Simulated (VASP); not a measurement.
# HC20 in VASP: a series of runs

The runs below take HC20 through single point, with PBE+D3(BJ).

Program: VASP 6.6.1. These are calculated values, not measurements. Logs are shortened: lines on timing, memory, paths and dates and some standing lists are left out, and cuts for length are marked.

### Step 1. The cell of the first run

The cell holds a slab with vacuum, 21 atoms: a = 4.929 Å, b = 6.805 Å, c = 22.235 Å, α = 90.00°, β = 90.00°, γ = 90.00°.

### Step 2. Single point, PBE+D3(BJ)

INCAR

```
PREC = Accurate
ENCUT = 520
EDIFF = 1E-7
ISMEAR = 0
SIGMA = 0.1
LREAL = Auto
LASPH = True
NELM = 60
ALGO = Normal
ISIF = 2
LWAVE = False
LCHARG = False
LDIPOL = True
IDIPOL = 3
DIPOL = 0.5 0.5 0.305
GGA = PE
IVDW = 12
NBANDS = 56
```

KPOINTS

```
Automatic mesh
0
Gamma
  6 4 1
```

POSCAR

```
HC20
1.0
    4.9292027291      0.0000000000      0.0000000000
    0.0000000000      6.8054113579      0.0000000000
    0.0000000000      0.0000000000     22.2346643469
C H
20 1
Direct
    0.3122885183      0.2500141188      0.1798992752
    0.8122885183      0.2500141188      0.1798992752
    0.0622635010      0.2500141188      0.2119095571
    0.5622635010      0.2500141188      0.2119095571
    0.1871989222      0.7499858812      0.2279080302
    0.6871989222      0.7499858812      0.2279080302
    0.4371739048      0.7499858812      0.2599183120
    0.9371739048      0.7499858812      0.2599183120
    0.0621093260      0.2500141188      0.2759167852
    0.5621093260      0.2500141188      0.2759167852
    0.3120409925      0.2500133946      0.3071026518
    0.8120409925      0.2500133946      0.3071026518
    0.4371093881      0.7499905632      0.3309339292
    0.9371093881      0.7499905632      0.3309339292
    0.1866551682      0.7499900467      0.3565506911
    0.6866551682      0.7499900467      0.3565506911
    0.3119519864      0.2500147752      0.3740490919
    0.8119519864      0.2500147752      0.3740490919
    0.0621664184      0.2500173699      0.4018349100
    0.5621664184      0.2500173699      0.4018349100
    0.3121664184      0.5833507033      0.5502518120
```

Potentials or basis: VASP PAW PBE potentials, release 64 (C, H).

Run with:

```
$ cat potpaw_PBE.64/C/POTCAR potpaw_PBE.64/H/POTCAR > POTCAR
$ mpirun -np 1 vasp_std > vasp.out
```

OUTCAR:

```text
PREC = Accurate
   ENCUT = 520
   EDIFF = 1E-7
   ISMEAR = 0
   LREAL = Auto
   LASPH = True
   NELM = 60
   ISIF = 2
   GGA = PE
   IVDW = 12
 IVDW          = 12

 ion  position               nearest neighbor table
   1  0.312  0.250  0.180-   4 1.42   3 1.42
   2  0.812  0.250  0.180-   3 1.42   4 1.42
   3  0.062  0.250  0.212-   2 1.42   9 1.42   1 1.42
   4  0.562  0.250  0.212-   1 1.42  10 1.42   2 1.42
   5  0.187  0.750  0.228-   7 1.42   8 1.42
   6  0.687  0.750  0.228-   8 1.42   7 1.42
   7  0.437  0.750  0.260-   5 1.42   6 1.42  13 1.58
   8  0.937  0.750  0.260-   6 1.42   5 1.42  14 1.58
   9  0.062  0.250  0.276-  11 1.41  12 1.41   3 1.42
  10  0.562  0.250  0.276-  12 1.41  11 1.41   4 1.42
  11  0.312  0.250  0.307-   9 1.41  10 1.41  17 1.49
  12  0.812  0.250  0.307-  10 1.41   9 1.41  18 1.49
  13  0.437  0.750  0.331-  16 1.36  15 1.36   7 1.58
  14  0.937  0.750  0.331-  15 1.36  16 1.36   8 1.58
  15  0.187  0.750  0.357-  14 1.36  13 1.36
  16  0.687  0.750  0.357-  13 1.36  14 1.36
  17  0.312  0.250  0.374-  19 1.38  20 1.38  11 1.49
  18  0.812  0.250  0.374-  20 1.38  19 1.38  12 1.49
  19  0.062  0.250  0.402-  17 1.38  18 1.38
  20  0.562  0.250  0.402-  18 1.38  17 1.38
  21  0.312  0.583  0.550-

  LATTYP: Found a simple orthorhombic cell.
 ALAT       =     4.9292027291
 B/A-ratio  =     1.3806312566
 C/A-ratio  =     4.5108033832

  Lattice vectors:

 A1 = (   4.9292027291,   0.0000000000,   0.0000000000)
 A2 = (   0.0000000000,   6.8054113579,   0.0000000000)
 A3 = (   0.0000000000,   0.0000000000,  22.2346643469)

Analysis of symmetry for initial positions (statically):
=====================================================================
 Subroutine PRICEL returns:
 Original cell was already a primitive cell.

 Routine SETGRP: Setting up the symmetry group for a
 simple orthorhombic supercell.

 Subroutine GETGRP returns: Found  1 space group operations
 (whereof  1 operations were pure point group operations)
 out of a pool of  8 trial point group operations.

The static configuration has the point symmetry C_1 .

Analysis of symmetry for dynamics (positions and initial velocities):
=====================================================================
 Subroutine PRICEL returns:
 Original cell was already a primitive cell.

 Routine SETGRP: Setting up the symmetry group for a
 simple orthorhombic supercell.

 Subroutine GETGRP returns: Found  1 space group operations
 (whereof  1 operations were pure point group operations)
 out of a pool of  8 trial point group operations.

The dynamic configuration has the point symmetry C_1 .

 Subroutine INISYM returns: Found  1 space group operations
 (whereof  1 operations are pure point group operations),
 and found     1 'primitive' translations

----------------------------------------------------------------------------------------

                                     Primitive cell

  volume of cell :     745.8674

  direct lattice vectors                    reciprocal lattice vectors
     4.929202729  0.000000000  0.000000000     0.202872565  0.000000000  0.000000000
     0.000000000  6.805411358  0.000000000     0.000000000  0.146941889  0.000000000
     0.000000000  0.000000000 22.234664347     0.000000000  0.000000000  0.044974819

  length of vectors
     4.929202729  6.805411358 22.234664347     0.202872565  0.146941889  0.044974819

  position of ions in fractional coordinates (direct lattice)
     0.312288518  0.250014119  0.179899275
     0.812288518  0.250014119  0.179899275
     0.062263501  0.250014119  0.211909557
     0.562263501  0.250014119  0.211909557
     0.187198922  0.749985881  0.227908030
     0.687198922  0.749985881  0.227908030
[... 13 lines left out ...]
     0.562166418  0.250017370  0.401834910
     0.312166418  0.583350703  0.550251812

  ion indices of the primitive-cell ions
   primitive index   ion index
                 1           1
                 2           2
                 3           3
                 4           4
                 5           5
                 6           6
[... 13 lines left out ...]
                20          20
                21          21

----------------------------------------------------------------------------------------

 KPOINTS: Automatic mesh

Automatic generation of k-mesh.
 Grid dimensions read from file:
 generate k-points for:    6    4    1

 Generating k-lattice:

  Cartesian coordinates                     Fractional coordinates (reciprocal lattice)
     0.033812094  0.000000000  0.000000000     0.166666667  0.000000000  0.000000000
     0.000000000  0.036735472  0.000000000     0.000000000  0.250000000  0.000000000
     0.000000000  0.000000000  0.044974819     0.000000000  0.000000000  1.000000000

  Length of vectors
     0.033812094  0.036735472  0.044974819

  Shift w.r.t. Gamma in fractional coordinates (k-lattice)
     0.000000000  0.000000000  0.000000000

[... 38 lines left out ...]
   NELM   =     60;   NELMIN=  2; NELMDL= -5     # of ELM steps
   EDIFF  = 0.1E-06   stopping-criterion for ELM
   LREAL  =      T    real-space projection
   EDIFFG = 0.1E-05   stopping-criterion for IOM
   NSW    =      0    number of steps for IOM
   IBRION =     -1    ionic relax: 0-MD 1-quasi-New 2-CG
   NFREE  =      0    steps in history (QN), initial steepest desc. (CG)
   ISIF   =      2    stress and relaxation
   ISYM   =      2    0-nonsym 1-usesym 2-fastsym
   POTIM  = 0.5000    time-step for ionic-motion
   TEBEG  =    0.0;   TEEND  =   0.0 temperature during run
   PSTRESS=    0.0 pullay stress
   NELECT =      81.0000    total number of electrons
   NUPDOWN=      -1.0000    fix difference up-down
   EMIN   =  10.00;   EMAX   =-10.00  energy-range for DOS
   EFERMI =   0.00;   METHOD = LEGACY
   ISMEAR =     0;   SIGMA  =   0.10  broadening in eV -4-tet -1-fermi 0-gaus
   EFERMI_NEDOS =   21; number of points for ismear=-14 and -15
   IALGO  =     38    algorithm
   IMIX   =      4    mixing-type and parameters
     AMIX     =   0.40;   BMIX     =  1.00
     AMIX_MAG =   1.60;   BMIX_MAG =  1.00
  volume/ion in A,a.u.               =      35.52       239.68
  Fermi-wavevector in a.u.,A,eV,Ry     =   0.781057  1.475983  8.300231  0.610050
  Thomas-Fermi vector in A             =   1.884496
   LORBIT       =      0    0 simple, 1 ext, 2 COOP (PROOUT), +10 PAW based schemes
   GGA     = PE    functional components
   LHFCALC =     F    Hartree Fock is set to
   AEXX    =    0.0000 exact exchange contribution
   IVDW    =    12    specifies the selected vdW correction
   LEPSILON=     F    determine dielectric tensor
   LRPA    =     F    only Hartree local field effects (RPA)
 non-spin polarized calculation
 Gauss-broadening in eV      SIGMA  =   0.10
  energy-cutoff  :      520.00
  volume of cell :      745.87
 maximum number of plane-waves:     20120
 NGX is ok and might be reduce to    40
   NGX = 19   NGY = 25   NGZ = 83

 dipolmoment           0.000000      0.000000      0.388265 electrons x Angstroem

 number of electron      81.0000009 magnetization

 dipolmoment           0.000000      0.000000     -0.046516 electrons x Angstroem

 Free energy of the ion-electron system (eV)
  ---------------------------------------------------
  ext. energy  EPLUGINS =         0.00000000
  ---------------------------------------------------
  free energy    TOTEN  =      -160.33582442 eV

  energy without entropy =     -160.20495497  energy(sigma->0) =     -160.27038970

 E-fermi :  -4.0149     XC(G=0):  -3.5259

 val. band max:       -4.0235976712   @ k =   0.1667   0.5000   0.0000
 cond. band min:      -4.0079532642   @ k =   0.5000   0.5000   0.0000
 fundamental gap:      0.0156444070
 Fermi energy:        -4.0148776688

 k-point     1 :       0.0000    0.0000    0.0000
  band No.  band energies     occupation
      1     -22.6836      2.00000
      2     -21.6854      2.00000
      3     -20.9778      2.00000
      4     -19.0860      2.00000
      5     -18.6233      2.00000
      6     -18.5059      2.00000
[... 44 lines left out ...]
     51      -0.0115      0.00000
     52       1.2852      0.00000
[... 713 lines left out ...]
     51       1.6776      0.00000
     52       2.7921      0.00000
 [bands above 52 left out]

------------------------ aborting loop because EDIFF is reached ----------------------------------------

 vacuum level on the upper side and lower side of the slab       (xc-potential included)        -0.197         0.059

 Edisp (eV)   -2.15818

 E8    (eV) :    -0.6455

  FORCE on cell =-STRESS in cart. coord.  units (eV):
  Direction    XX          YY          ZZ          XY          YZ          ZX
  --------------------------------------------------------------------------------------
  -------------------------------------------------------------------------------------
  Total      -1.34700    -0.50229    -3.29336     0.00118    -0.21313    -0.02064
  in kB      -2.89346    -1.07896    -7.07438     0.00254    -0.45783    -0.04434
  external pressure =       -3.68 kB  Pullay stress =        0.00 kB

 VOLUME and BASIS-vectors are now :
 -----------------------------------------------------------------------------
  energy-cutoff  :      520.00
  volume of cell :      745.87
      direct lattice vectors                 reciprocal lattice vectors
     4.929202729  0.000000000  0.000000000     0.202872565  0.000000000  0.000000000
     0.000000000  6.805411358  0.000000000     0.000000000  0.146941889  0.000000000
     0.000000000  0.000000000 22.234664347     0.000000000  0.000000000  0.044974819

 POSITION                                       TOTAL-FORCE (eV/Angst)
 -----------------------------------------------------------------------------------
      1.53933      1.70145      4.00000        -0.047881      0.002912      1.881595
      4.00393      1.70145      4.00000        -0.049272     -0.000507      1.866239
      0.30691      1.70145      4.71174         0.050301     -0.000701     -3.395950
      2.77151      1.70145      4.71174         0.036595     -0.001357     -3.396035
      0.92274      5.10396      5.06746         0.062251      0.001390      3.210257
      3.38734      5.10396      5.06746         0.062148     -0.000241      3.206476
[... 13 lines left out ...]
      2.77103      1.70147      8.93466        -0.042772      0.046360      0.086126
      1.53873      3.96994     12.23466        -0.000282     -0.079179     -0.130661
 -----------------------------------------------------------------------------------
    total drift:                               -0.020732     -0.000002      0.008445

  FREE ENERGIE OF THE ION-ELECTRON SYSTEM (eV)
  ---------------------------------------------------
  free  energy   TOTEN  =      -162.4940035658 eV

  energy  without entropy=     -162.3631341126  energy(sigma->0) =     -162.42856884

 vacuum level on the upper side and lower side of the slab         2.419         2.682
```

Wall time 25 min (1 thread of Intel Xeon Platinum 8488C (Sapphire Rapids), shared host); peak memory 0.89 GiB.

Results:

- Free energy: -162.4940 eV
- Largest force: 3.396 eV/Å
- Band gap on the k mesh: zero (an odd number of electrons rules out a gap without spin polarisation)
- Dispersion energy per atom: -0.103 eV

Forces on the atoms (eV/Å):
```
C   -0.048  0.003  1.882
C   -0.049 -0.001  1.866
C    0.050 -0.001 -3.396
C    0.037 -0.001 -3.396
C    0.062  0.001  3.210
C    0.062  0.000  3.206
C   -0.058  0.000 -3.193
C   -0.066  0.000 -3.200
C    0.016 -0.001  1.455
C   -0.012  0.000  1.456
C   -0.001 -0.021  0.069
C    0.000 -0.004  0.052
C    0.005 -0.002  0.018
C   -0.001 -0.002  0.022
C    0.001 -0.002  0.009
C   -0.002  0.002 -0.012
C    0.002  0.004 -0.083
C    0.000  0.011 -0.005
C    0.045  0.046  0.085
C   -0.043  0.046  0.086
H    0.000 -0.079 -0.131
```

Caveat: an odd number of electrons without spin polarisation forces a metal; a magnetic or distorted state may lie lower.

### Step 3. Single point, PBE+D3(BJ)

INCAR

```
SYSTEM = HC20
ALGO     = Normal         ! electronic algorithm
DIPOL    = 0.5 0.5 0.305
EDIFF    = 1E-6           ! SCF threshold, eV
ENCUT    = 520            ! plane-wave cutoff, eV
GGA      = PE             ! functional
IDIPOL   = 3            
ISIF     = 2              ! what is computed and relaxed
ISMEAR   = 0              ! smearing method
IVDW     = 12             ! dispersion correction
LASPH    = .True.         ! aspherical terms in the spheres
LCHARG   = .False.        ! write CHGCAR
LDIPOL   = .True.       
LREAL    = Auto         
LWAVE    = .False.        ! write WAVECAR
NBANDS   = 56             ! bands
NELM     = 60             ! most SCF steps
PREC     = Accurate       ! precision mode
SIGMA    = 0.1            ! smearing width, eV
```

KPOINTS

```
k-points
0
Gamma
  6 4 1
  0 0 0
```

POSCAR: that of step 2 with these lines changed.

```diff
@@ -28,2 +28,2 @@
     0.5621664184      0.2500173699      0.4018349100
-    0.3121664184      0.5833507033      0.5502518120
+    0.3954997517      0.4166840366      0.5502518120
```

Potentials or basis: VASP PAW PBE potentials, release 64 (C, H).

Run with:

```
$ cat potpaw_PBE.64/C/POTCAR potpaw_PBE.64/H/POTCAR > POTCAR
$ mpirun -np 1 vasp_std > vasp.out
```

Run time: 22 min. Hardware: 1 thread of Intel Xeon Platinum 8488C (Sapphire Rapids), shared host; peak memory 0.88 GiB.

The run converged. Its results:

```yaml
Free_energy: -162.6449 eV
Largest_force: 3.481 eV/Å
Band_gap_on_the_k_mesh: zero (an odd number of electrons rules out a gap without spin polarisation)
Dispersion_energy_per_atom: -0.103 eV
```

Forces in eV/Å, atoms in the order of the input:
```
C   -0.070  0.008  1.971
C   -0.027 -0.002  1.927
C    0.050 -0.001 -3.359
C    0.036 -0.003 -3.481
C    0.067  0.001  3.208
C    0.061  0.001  3.207
C   -0.064  0.000 -3.198
C   -0.064 -0.001 -3.198
C    0.030 -0.004  1.360
C   -0.025  0.001  1.407
C   -0.018 -0.035  0.183
C    0.013 -0.010  0.125
C    0.004 -0.002  0.031
C    0.004 -0.002  0.021
C   -0.001  0.002 -0.010
C   -0.004  0.002 -0.013
C   -0.033  0.004 -0.216
C    0.041  0.016 -0.080
C    0.077  0.051  0.128
C   -0.109  0.131  0.397
H    0.034 -0.158 -0.410
```

Levels at points of the mesh, in eV from the Fermi level:
```csv
k point,band 38,band 39,band 40,band 41,band 42,band 43
"(0.00, 0.00, 0.00)",-0.38,-0.31,-0.01,0.17,0.21,0.63
"(0.50, 0.00, 0.00)",-0.80,-0.22,-0.07,-0.02,0.06,0.27
"(0.00, 0.50, 0.00)",-0.38,-0.30,-0.01,0.11,0.26,0.64
"(0.50, 0.50, 0.00)",-0.74,-0.21,-0.05,-0.02,0.05,0.27
```

Caveat: an odd number of electrons without spin polarisation forces a metal; a magnetic or distorted state may lie lower.

### Step 4. Single point, PBE+D3(BJ)

INCAR

```
PREC = Accurate
ENCUT = 520
EDIFF = 1E-7
ISMEAR = 0
SIGMA = 0.1
LREAL = Auto
LASPH = True
NELM = 60
ALGO = Fast
ISIF = 2
LWAVE = False
LCHARG = False
LDIPOL = True
IDIPOL = 3
DIPOL = 0.5 0.5 0.305
GGA = PE
IVDW = 12
NBANDS = 56
```

KPOINTS

```
Automatic mesh
0
Gamma
  6 4 1
```

POSCAR: that of step 3 with these lines changed.

```diff
@@ -28,2 +28,2 @@
     0.5621664184      0.2500173699      0.4018349100
-    0.3954997517      0.4166840366      0.5502518120
+    0.3121664184      0.5833507033      0.5502518120
```

Run with:

```
$ cat potpaw_PBE.64/C/POTCAR potpaw_PBE.64/H/POTCAR > POTCAR
$ mpirun -np 1 vasp_std > vasp.out
```

Run time: 40 min. Hardware: 1 thread of Oxide Virtual Turin-like, shared host; peak memory 0.87 GiB.

The run converged. Its results:

```
Free energy                : -162.4940 eV
Largest force              : 3.396 eV/Å
Band gap on the k mesh     : zero (an odd number of electrons rules out a gap without spin polarisation)
Dispersion energy per atom : -0.103 eV
```

Forces in eV/Å, atoms in the order of the input:
```
C   -0.048  0.003  1.882
C   -0.049 -0.001  1.866
C    0.050 -0.001 -3.396
C    0.037 -0.001 -3.396
C    0.062  0.001  3.210
C    0.062  0.000  3.206
C   -0.058  0.000 -3.193
C   -0.066  0.000 -3.200
C    0.016 -0.001  1.455
C   -0.012  0.000  1.456
C   -0.001 -0.021  0.069
C    0.000 -0.004  0.052
C    0.005 -0.002  0.018
C   -0.001 -0.002  0.022
C    0.001 -0.002  0.009
C   -0.002  0.002 -0.012
C    0.002  0.004 -0.083
C    0.000  0.011 -0.005
C    0.045  0.046  0.085
C   -0.043  0.046  0.086
H    0.000 -0.079 -0.131
```

Levels at points of the mesh, in eV from the Fermi level:
```csv
k point,band 36,band 37,band 38,band 39,band 40,band 41,band 42,band 43,band 44,band 45
"(0.00, 0.00, 0.00)",-1.14,-0.45,-0.32,-0.29,-0.04,0.18,0.21,0.63,0.68,0.90
"(0.50, 0.00, 0.00)",-1.62,-0.80,-0.80,-0.11,-0.06,0.01,0.07,0.16,0.59,0.60
"(0.00, 0.50, 0.00)",-1.18,-0.45,-0.32,-0.29,-0.03,0.11,0.26,0.65,0.70,1.06
"(0.50, 0.50, 0.00)",-1.62,-0.74,-0.74,-0.08,-0.04,0.01,0.06,0.14,0.63,0.64
```

Caveat: an odd number of electrons without spin polarisation forces a metal; a magnetic or distorted state may lie lower.

### Step 5. Single point, PBE+D3(BJ)

INCAR

```
SYSTEM = HC20
ALGO     = Fast           ! electronic algorithm
DIPOL    = 0.5 0.5 0.305
EDIFF    = 1E-6           ! SCF threshold, eV
ENCUT    = 520            ! plane-wave cutoff, eV
GGA      = PE             ! functional
IDIPOL   = 3            
ISIF     = 2              ! what is computed and relaxed
ISMEAR   = 0              ! smearing method
IVDW     = 12             ! dispersion correction
LASPH    = .True.         ! aspherical terms in the spheres
LCHARG   = .False.        ! write CHGCAR
LDIPOL   = .True.       
LREAL    = Auto         
LWAVE    = .False.        ! write WAVECAR
NBANDS   = 56             ! bands
NELM     = 60             ! most SCF steps
PREC     = Accurate       ! precision mode
SIGMA    = 0.1            ! smearing width, eV
```

KPOINTS

```
k-points
0
Gamma
  6 4 1
  0 0 0
```

POSCAR: that of step 4 with these lines changed.

```diff
@@ -28,2 +28,2 @@
     0.5621664184      0.2500173699      0.4018349100
-    0.3121664184      0.5833507033      0.5502518120
+    0.3954997517      0.4166840366      0.5502518120
```

Run with:

```
$ cat potpaw_PBE.64/C/POTCAR potpaw_PBE.64/H/POTCAR > POTCAR
$ mpirun -np 1 vasp_std > vasp.out
```

Run time: 31 min. Hardware: 1 thread of Oxide Virtual Turin-like, shared host; peak memory 0.85 GiB.

It converged, with:

* Free energy: -162.6449 eV
* Largest force: 3.481 eV/Å
* Band gap on the k mesh: zero (an odd number of electrons rules out a gap without spin polarisation)
* Dispersion energy per atom: -0.103 eV

Forces in eV/Å, atoms in the order of the input:
```
C   -0.070  0.008  1.971
C   -0.027 -0.002  1.927
C    0.050 -0.001 -3.359
C    0.036 -0.003 -3.481
C    0.067  0.001  3.208
C    0.061  0.001  3.207
C   -0.064  0.000 -3.198
C   -0.064 -0.001 -3.198
C    0.030 -0.004  1.360
C   -0.025  0.001  1.407
C   -0.018 -0.035  0.183
C    0.013 -0.010  0.125
C    0.004 -0.002  0.030
C    0.004 -0.002  0.021
C   -0.001  0.002 -0.010
C   -0.004  0.002 -0.013
C   -0.033  0.004 -0.216
C    0.041  0.016 -0.080
C    0.077  0.051  0.128
C   -0.109  0.131  0.397
H    0.034 -0.158 -0.410
```

Levels at points of the mesh, in eV from the Fermi level:
| k point | band 37 | band 38 | band 39 | band 40 | band 41 | band 42 | band 43 | band 44 |
| --- | --- | --- | --- | --- | --- | --- | --- | --- |
| (0.00, 0.00, 0.00) | -0.47 | -0.38 | -0.31 | -0.01 | 0.17 | 0.21 | 0.63 | 0.72 |
| (0.50, 0.00, 0.00) | -0.80 | -0.80 | -0.22 | -0.07 | -0.02 | 0.06 | 0.27 | 0.59 |
| (0.00, 0.50, 0.00) | -0.47 | -0.38 | -0.30 | -0.01 | 0.11 | 0.26 | 0.64 | 0.74 |
| (0.50, 0.50, 0.00) | -0.74 | -0.74 | -0.21 | -0.05 | -0.02 | 0.05 | 0.27 | 0.63 |

Caveat: an odd number of electrons without spin polarisation forces a metal; a magnetic or distorted state may lie lower.
